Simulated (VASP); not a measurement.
# FeO (Wuestite) (Fm-3m) in VASP: further runs

FeO (Wuestite) is run at these levels: PBE; tasks: single point.

Everything below comes from runs of VASP 6.6.1. Logs are shortened: lines on timing, memory, paths and dates and some standing lists are left out, and cuts for length are marked.

**Measured values to compare with.**

From “W\"ustite: Electric, thermodynamic and optical properties of FeO”, 2012, arxiv:1203.1201, for a bulk crystal of FeO: band gap 2.4 eV (optical).

How close the calculation comes is told below.

**1. The cell of the first run**

It takes space group Fm-3m (No. 225, cubic). Conventional cell: a = 4.144 Å, b = 4.144 Å, c = 4.144 Å, α = 90.00°, β = 90.00°, γ = 90.00°. Within 2.7 Å of Fe (site symmetry m-3m) lie 6 O at 2.07 Å. O (site symmetry m-3m) has 6 Fe at 2.07 Å within 2.7 Å.

**2. Single point, PBE (volume scaled by 1.040)**

INCAR reads:

```
SYSTEM = FeO
PREC = Accurate
ENCUT = 520
EDIFF = 1E-6
ISMEAR = 0
SIGMA = 0.05
LREAL = .FALSE.
LASPH = .TRUE.
NELM = 60
ALGO = Normal
ISIF = 2
LWAVE = .FALSE.
LCHARG = .FALSE.
GGA = PE
NBANDS = 14
```

KPOINTS reads:

```
Automatic mesh
0
G
  14 14 14
  0 0 0
```

POSCAR reads:

```
FeO
1.0
    0.0000000000      2.0721091853      2.0721091853
    2.0721091853      0.0000000000      2.0721091853
    2.0721091853      2.0721091853      0.0000000000
Fe O
1 1
Direct
    0.0000000000      0.0000000000      0.0000000000
    0.5000000000      0.5000000000      0.5000000000
```

Potentials or basis: VASP PAW PBE potentials, release 64 (Fe, O).

Started as:

```bash
$ cat potpaw_PBE.64/Fe/POTCAR potpaw_PBE.64/O/POTCAR > POTCAR
$ mpirun -np 1 vasp_std > vasp.out
```

OUTCAR:

```text
SYSTEM = FeO
   PREC = Accurate
   ENCUT = 520
   EDIFF = 1E-6
   ISMEAR = 0
   LREAL = .FALSE.
   LASPH = .TRUE.
   NELM = 60
   ISIF = 2
   GGA = PE

 ion  position               nearest neighbor table
   1  0.000  0.000  0.000-   2 2.07   2 2.07   2 2.07   2 2.07   2 2.07   2 2.07
   2  0.500  0.500  0.500-   1 2.07   1 2.07   1 2.07   1 2.07   1 2.07   1 2.07

  LATTYP: Found a face centered cubic cell.
 ALAT       =     4.1442183706

  Lattice vectors:

 A1 = (   0.0000000000,   2.0721091853,   2.0721091853)
 A2 = (   2.0721091853,   0.0000000000,   2.0721091853)
 A3 = (   2.0721091853,   2.0721091853,   0.0000000000)

Analysis of symmetry for initial positions (statically):
=====================================================================
 Subroutine PRICEL returns:
 Original cell was already a primitive cell.

 Routine SETGRP: Setting up the symmetry group for a
 face centered cubic supercell.

 Subroutine GETGRP returns: Found 48 space group operations
 (whereof 48 operations were pure point group operations)
 out of a pool of 48 trial point group operations.

The static configuration has the point symmetry O_h .

Analysis of symmetry for dynamics (positions and initial velocities):
=====================================================================
 Subroutine PRICEL returns:
 Original cell was already a primitive cell.

 Routine SETGRP: Setting up the symmetry group for a
 face centered cubic supercell.

 Subroutine GETGRP returns: Found 48 space group operations
 (whereof 48 operations were pure point group operations)
 out of a pool of 48 trial point group operations.

The dynamic configuration has the point symmetry O_h .

 Subroutine INISYM returns: Found 48 space group operations
 (whereof 48 operations are pure point group operations),
 and found     1 'primitive' translations

----------------------------------------------------------------------------------------

                                     Primitive cell

  volume of cell :      17.7938

  direct lattice vectors                    reciprocal lattice vectors
     0.000000000  2.072109185  2.072109185    -0.241300026  0.241300026  0.241300026
     2.072109185  0.000000000  2.072109185     0.241300026 -0.241300026  0.241300026
     2.072109185  2.072109185  0.000000000     0.241300026  0.241300026 -0.241300026

  length of vectors
     2.930404913  2.930404913  2.930404913     0.417943905  0.417943905  0.417943905

  position of ions in fractional coordinates (direct lattice)
     0.000000000  0.000000000  0.000000000
     0.500000000  0.500000000  0.500000000

  ion indices of the primitive-cell ions
   primitive index   ion index
                 1           1
                 2           2

----------------------------------------------------------------------------------------

 KPOINTS: Automatic mesh

Automatic generation of k-mesh.
 Grid dimensions read from file:
 generate k-points for:   14   14   14

 Generating k-lattice:

  Cartesian coordinates                     Fractional coordinates (reciprocal lattice)
    -0.017235716  0.017235716  0.017235716     0.071428571  0.000000000  0.000000000
     0.017235716 -0.017235716  0.017235716     0.000000000  0.071428571  0.000000000
     0.017235716  0.017235716 -0.017235716     0.000000000  0.000000000  0.071428571

  Length of vectors
     0.029853136  0.029853136  0.029853136

  Shift w.r.t. Gamma in fractional coordinates (k-lattice)
     0.000000000  0.000000000  0.000000000

 Subroutine IBZKPT returns following result:
 ===========================================

 Found    104 irreducible k-points:

 Following reciprocal coordinates:
            Coordinates               Weight
  0.000000  0.000000  0.000000      1.000000
  0.071429  0.000000  0.000000      8.000000
  0.142857  0.000000  0.000000      8.000000
  0.214286  0.000000  0.000000      8.000000
  0.285714  0.000000  0.000000      8.000000
  0.357143  0.000000  0.000000      8.000000
[... 16 lines left out ...]
  0.214286  0.142857  0.000000     24.000000
[... 50 lines left out ...]
      9       6.6822      2.00000
     10       9.7021      0.00000
     11      21.4832      0.00000
     12      25.4973      0.00000
     13      25.4973      0.00000
     14      27.0994      0.00000

 k-point     4 :       0.2143    0.0000    0.0000
  band No.  band energies     occupation
      1     -14.1002      2.00000
      2       0.4266      2.00000
      3       1.6393      2.00000
      4       1.6394      2.00000
      5       5.8065      2.00000
      6       5.8066      2.00000
      7       5.8637      2.00000
      8       7.3348      0.00000
      9       7.3350      0.00000
     10      10.6652      0.00000
     11      20.0034      0.00000
     12      24.4970      0.00000
     13      24.4971      0.00000
     14      27.6592      0.00000

 k-point     5 :       0.2857    0.0000    0.0000
  band No.  band energies     occupation
      1     -13.7933      2.00000
      2      -0.5856      2.00000
      3       1.1839      2.00000
      4       1.1840      2.00000
      5       6.0673      2.00000
      6       6.0675      2.00000
      7       6.1464      2.00000
      8       7.9665      0.00000
      9       7.9667      0.00000
     10      11.5144      0.00000
     11      18.7201      0.00000
[... 276 lines left out ...]
 k-point    22 :       0.1429    0.1429    0.0000
  band No.  band energies     occupation
      1     -14.2952      2.00000
      2       0.9611      2.00000
      3       2.3337      2.00000
      4       2.3337      2.00000
      5       5.0449      2.00000
      6       5.9921      2.00000
      7       5.9921      2.00000
      8       6.0300      2.00000
      9       6.8528      1.86399
     10      10.2929      0.00000
     11      21.7718      0.00000
     12      24.7757      0.00000
     13      24.7757      0.00000
     14      25.5388      0.00000

 k-point    23 :       0.2143    0.1429    0.0000
  band No.  band energies     occupation
      1     -14.1175      2.00000
      2       0.3519      2.00000
      3       1.9730      2.00000
      4       2.0593      2.00000
      5       5.0263      2.00000
      6       6.0694      2.00000
      7       6.2165      2.00000
      8       6.4170      2.00000
      9       7.1919      0.00000
     10      11.1150      0.00000
     11      20.9387      0.00000
     12      23.5472      0.00000
     13      24.2856      0.00000
     14      25.2962      0.00000

 k-point    24 :       0.2857    0.1429    0.0000
  band No.  band energies     occupation
      1     -13.8735      2.00000
      2      -0.2866      2.00000
      3       1.4123      2.00000
      4       1.6630      2.00000
      5       5.1872      2.00000
      6       6.2566      2.00000
      7       6.4265      2.00000
      8       6.9239      0.60390
      9       7.6843      0.00000
     10      11.9679      0.00000
     11      19.6873      0.00000
     12      22.2198      0.00000
     13      23.6565      0.00000
     14      26.0406      0.00000

 [... further k-points ...]

------------------------ aborting loop because EDIFF is reached ----------------------------------------

  FORCE on cell =-STRESS in cart. coord.  units (eV):
  Direction    XX          YY          ZZ          XY          YZ          ZX
  --------------------------------------------------------------------------------------
  -------------------------------------------------------------------------------------
  Total       -0.8562839     -0.8562839     -0.8562839      0.0000000     -0.0000000      0.0000000
  in kB      -77.1010796    -77.1010796    -77.1010796      0.0000000     -0.0000000      0.0000000
  external PRESSURE =     -77.1010796 kB  Pullay stress =       0.0000000 kB

 VOLUME and BASIS-vectors are now :
 -----------------------------------------------------------------------------
  energy-cutoff  :      520.00
  volume of cell :       17.79
      direct lattice vectors                 reciprocal lattice vectors
     0.000000000  2.072109185  2.072109185    -0.241300026  0.241300026  0.241300026
     2.072109185  0.000000000  2.072109185     0.241300026 -0.241300026  0.241300026
     2.072109185  2.072109185  0.000000000     0.241300026  0.241300026 -0.241300026

 POSITION                                       TOTAL-FORCE (eV/Angst)
 -----------------------------------------------------------------------------------
      0.00000      0.00000      0.00000         0.000000      0.000000      0.000000
      2.07211      2.07211      2.07211         0.000000      0.000000      0.000000
 -----------------------------------------------------------------------------------
    total drift:                                0.000000     -0.000000     -0.000000

  FREE ENERGIE OF THE ION-ELECTRON SYSTEM (eV)
  ---------------------------------------------------
  free  energy   TOTEN  =       -13.7681709053 eV

  energy  without entropy=      -13.7576173378  energy(sigma->0) =      -13.76289412
```

It took 23 s on 1 thread of AMD EPYC 7R43 (Zen 3), shared host; peak memory 0.12 GiB.

What came out:

```
Free energy            : -13.7682 eV
Pressure               : -7.7 GPa
Band gap on the k mesh : zero (band 7 reaches 6.94 eV, above the bottom of band 8 at 5.92 eV)
```

Caveat: the cell differs from its parent crystal (volume scaled by 1.040); the run has no spin polarisation, though such a crystal can be magnetic; semilocal functionals often make such compounds metallic where correlation or magnetic order opens a gap, which also shifts bond lengths.

**3. Single point, PBE (volume scaled by 0.960)**

INCAR reads:

```
SYSTEM = FeO
PREC = Accurate
ENCUT = 600
EDIFF = 1E-6
ISMEAR = 0
SIGMA = 0.05
LREAL = .FALSE.
LASPH = .TRUE.
NELM = 120
ALGO = Normal
ISIF = 2
LWAVE = .FALSE.
LCHARG = .FALSE.
GGA = PE
NBANDS = 18
GGA_COMPAT = .FALSE.
```

KPOINTS reads:

```
regular mesh
0
G
  14 14 14
  0 0 0
```

POSCAR reads:

```
FeO
1.0
    0.0000000000      2.0175544629      2.0175544629
    2.0175544629      0.0000000000      2.0175544629
    2.0175544629      2.0175544629      0.0000000000
Fe O
1 1
Direct
    0.0000000000      0.0000000000      0.0000000000
    0.5000000000      0.5000000000      0.5000000000
```

Potentials or basis: VASP PAW PBE potentials, release 64 (Fe_sv, O).

Started as:

```bash
$ cat potpaw_PBE.64/Fe_sv/POTCAR potpaw_PBE.64/O/POTCAR > POTCAR
$ mpirun -np 1 vasp_std > vasp.out
```

Run time: 12 s. Hardware: 1 thread of Intel Xeon 6975P-C (Granite Rapids), shared host; peak memory 0.16 GiB.

The run converged. Its results:

```yaml
Free_energy: -13.8634 eV
Pressure: 7.9 GPa
Band_gap_on_the_k_mesh: zero (band 11 reaches 12.35 eV, above the bottom of band 12 at 11.17 eV)
```

Levels at points of the mesh, in eV from the Fermi level:
```tsv
k point	band 8	band 9	band 10	band 11	band 12	band 13	band 14	band 15
(0.00, 0.00, 0.00)	-4.52	-1.82	-1.82	-1.82	-1.14	-1.14	2.14	16.62
(0.50, 0.00, 0.00)	-7.03	-0.41	-0.41	-0.07	2.31	2.31	5.39	11.30
(0.50, 0.50, 0.00)	-5.81	-3.48	-0.47	0.04	0.04	0.39	8.16	10.61
```

Caveat: the cell differs from its parent crystal (volume scaled by 0.960); the run has no spin polarisation, though such a crystal can be magnetic; semilocal functionals often make such compounds metallic where correlation or magnetic order opens a gap, which also shifts bond lengths. Spin polarisation is off, so any magnetic state and its effect on volume and gap are missing.

**4. Single point, PBE (volume scaled by 0.980)**

INCAR reads:

```
  PREC = Accurate
  ENCUT = 600
  EDIFF = 1E-6
  ISMEAR = 0
  SIGMA = 0.05
  LREAL = False
  LASPH = True
  NELM = 120
  ALGO = Normal
  ISIF = 2
  LWAVE = False
  LCHARG = False
  GGA = PE
  NBANDS = 18
  GGA_COMPAT = False
```

KPOINTS reads:

```
regular mesh
0
Gamma
  14 14 14
```

POSCAR reads:

```
FeO
1.0
    0.0000000000      2.0314690713      2.0314690713
    2.0314690713      0.0000000000      2.0314690713
    2.0314690713      2.0314690713      0.0000000000
Fe O
1 1
Direct
    0.0000000000      0.0000000000      0.0000000000
    0.5000000000      0.5000000000      0.5000000000
```

Started as:

```bash
$ cat potpaw_PBE.64/Fe_sv/POTCAR potpaw_PBE.64/O/POTCAR > POTCAR
$ mpirun -np 1 vasp_std > vasp.out
```

Run time: 25 s. Hardware: 1 thread of AMD EPYC 9R45 (Zen 5), shared host; peak memory 0.13 GiB.

Results (log left out):

```
Free energy            : -13.8797 eV
Pressure               : 2.3 GPa
Band gap on the k mesh : zero (band 11 reaches 11.99 eV, above the bottom of band 12 at 10.85 eV)
```

Levels at points of the mesh, in eV from the Fermi level:
```
           k point  band 8  band 9  band 10  band 11  band 12  band 13  band 14  band 15
(0.00, 0.00, 0.00)   -4.42   -1.76    -1.76    -1.76    -1.10    -1.10     2.00    16.56
(0.50, 0.00, 0.00)   -6.86   -0.40    -0.40    -0.07     2.24     2.24     5.33    11.07
(0.50, 0.50, 0.00)   -5.70   -3.36    -0.46     0.04     0.04     0.35     7.98    10.46
```

Caveat: the cell differs from its parent crystal (volume scaled by 0.980); the run has no spin polarisation, though such a crystal can be magnetic; semilocal functionals often make such compounds metallic where correlation or magnetic order opens a gap, which also shifts bond lengths. Spin polarisation is off, so any magnetic state and its effect on volume and gap are missing.

**5. Single point, PBE (volume scaled by 1.020)**

INCAR reads:

```
SYSTEM = FeO
  PREC = Accurate
  ENCUT = 600
  EDIFF = 1E-6
  ISMEAR = 0
  SIGMA = 0.05
  LREAL = .False.
  LASPH = .True.
  NELM = 120
  ALGO = Normal
  ISIF = 2
  LWAVE = .False.
  LCHARG = .True.
  GGA = PE
  LELF = .True.
  LVHAR = .True.
  NBANDS = 18
  GGA_COMPAT = .False.
```

KPOINTS reads:

```
regular mesh
0
Gamma
  14 14 14
  0 0 0
```

POSCAR reads:

```
FeO
1.0
    0.0000000000      2.0587403668      2.0587403668
    2.0587403668      0.0000000000      2.0587403668
    2.0587403668      2.0587403668      0.0000000000
Fe O
1 1
Direct
    0.0000000000      0.0000000000      0.0000000000
    0.5000000000      0.5000000000      0.5000000000
```

Started as:

```bash
$ cat potpaw_PBE.64/Fe_sv/POTCAR potpaw_PBE.64/O/POTCAR > POTCAR
$ mpirun -np 1 vasp_std > vasp.out
```

Run time: 82 s. Hardware: 1 thread of AMD EPYC 7R43 (Zen 3), shared host; peak memory 0.12 GiB.

The run converged. Its results:

- Free energy: -13.8789 eV
- Pressure: -7.0 GPa
- Band gap on the k mesh: zero (band 11 reaches 11.31 eV, above the bottom of band 12 at 10.25 eV)

Levels at points of the mesh, in eV from the Fermi level:
```
           k point  band 8  band 9  band 10  band 11  band 12  band 13  band 14  band 15
(0.00, 0.00, 0.00)   -4.25   -1.64    -1.64    -1.64    -1.02    -1.02     1.73    16.46
(0.50, 0.00, 0.00)   -6.55   -0.37    -0.37    -0.07     2.12     2.12     5.23    10.65
(0.50, 0.50, 0.00)   -5.47   -3.13    -0.42     0.04     0.04     0.28     7.64    10.19
```

Caveat: the cell differs from its parent crystal (volume scaled by 1.020); the run has no spin polarisation, though such a crystal can be magnetic; semilocal functionals often make such compounds metallic where correlation or magnetic order opens a gap, which also shifts bond lengths. Spin polarisation is off, so any magnetic state and its effect on volume and gap are missing.

**6. Single point, PBE**

This run uses another cell than the first one, of 8.55 Å³/atom, 0.962 times its volume.

INCAR reads:

```
SYSTEM = FeO
PREC     = Accurate       ! precision mode
ENCUT    = 600            ! plane-wave cutoff, eV
EDIFF    = 1E-6           ! SCF threshold, eV
ISMEAR   = 0              ! smearing method
SIGMA    = 0.05           ! smearing width, eV
LREAL    = .FALSE.        ! projectors in reciprocal space
LASPH    = .TRUE.         ! aspherical terms in the spheres
NELM     = 120            ! most SCF steps
ALGO     = Normal         ! electronic algorithm
ISIF     = 2              ! what is computed and relaxed
LWAVE    = .FALSE.        ! write WAVECAR
LCHARG   = .TRUE.         ! write CHGCAR
GGA      = PE             ! functional
LELF     = .TRUE.         ! ELF
LVHAR    = .TRUE.       
NBANDS   = 18             ! bands
GGA_COMPAT= .FALSE.
```

KPOINTS reads:

```
Automatic mesh
0
G
  14 14 14
  0 0 0
```

POSCAR reads:

```
FeO
1.0
    0.0000000000      2.0451956301      2.0451956301
    2.0451956301      0.0000000000      2.0451956301
    2.0451956301      2.0451956301      0.0000000000
Fe O
1 1
Direct
    0.0000000000      0.0000000000      0.0000000000
    0.5000000000      0.5000000000      0.5000000000
```

Potentials or basis: VASP PAW PBE potentials, release 64 (Fe_sv, O).

Started as:

```bash
$ cat potpaw_PBE.64/Fe_sv/POTCAR potpaw_PBE.64/O/POTCAR > POTCAR
$ mpirun -np 1 vasp_std > vasp.out
```

It took 36 s on 1 thread of AMD EPYC 9R45 (Zen 5), shared host; peak memory 0.13 GiB.

It converged, with:

| Item | Value |
| --- | --- |
| Free energy | -13.8844 eV |
| Pressure | -2.6 GPa |
| Band gap on the k mesh | zero (band 11 reaches 11.64 eV, above the bottom of band 12 at 10.54 eV) |

Levels at points of the mesh, in eV from the Fermi level:
```tsv
k point	band 9	band 10	band 11	band 12	band 13	band 14
(0.00, 0.00, 0.00)	-1.69	-1.69	-1.69	-1.06	-1.06	1.86
(0.50, 0.00, 0.00)	-0.38	-0.38	-0.07	2.18	2.18	5.28
(0.50, 0.50, 0.00)	-3.24	-0.44	0.04	0.04	0.31	7.80
```

Caveat: the run has no spin polarisation, though such a crystal can be magnetic; semilocal functionals often make such compounds metallic where correlation or magnetic order opens a gap, which also shifts bond lengths. Spin polarisation is off, so any magnetic state and its effect on volume and gap are missing.

**7. Summary**

| potentials or basis | cell | cutoff (eV) | second run | gap on the mesh (eV) | pressure (GPa) |
| --- | --- | --- | --- | --- | --- |
| VASP PAW PBE potentials, release 64 (Fe, O) | a = 2.930 Å, angles 60.0°, 2 atoms | 520 | - | none | -7.7 |
| VASP PAW PBE potentials, release 64 (Fe_sv, O) | a = 2.853 Å, angles 60.0°, 2 atoms | 600 | valence_matched | none | 7.9 |
| VASP PAW PBE potentials, release 64 (Fe_sv, O) | a = 2.873 Å, angles 60.0°, 2 atoms | 600 | valence_matched | none | 2.3 |
| VASP PAW PBE potentials, release 64 (Fe_sv, O) | a = 2.911 Å, angles 60.0°, 2 atoms | 600 | valence_matched | none | -7.0 |
| VASP PAW PBE potentials, release 64 (Fe_sv, O) | a = 2.892 Å, angles 60.0°, 2 atoms | 600 | valence_matched | none | -2.6 |

Alike in all rows: task single point; level PBE; no spin polarisation; k mesh 14 × 14 × 14; smearing gaussian 0.05 eV.

Caveats: the run has no spin polarisation, though such a crystal can be magnetic; semilocal functionals often make such compounds metallic where correlation or magnetic order opens a gap, which also shifts bond lengths.

Absolute energies hang on the potentials; compare differences alone.

**8. Comparison with measurements**

Step 6. Against the measured gap of FeO, 2.4 eV (optical; quoted in “W\"ustite: Electric, thermodynamic and optical properties of FeO”, 2012, arxiv:1203.1201), the calculated 0.00 eV is off by -2.40 eV. So large a miss can be the level of theory's own, or it may mean another phase, state or a wrong row. The value is that of PBE on a finite k mesh, which can miss the band edges, without temperature or zero-point motion. Semilocal functionals fall short of measured gaps as a rule.
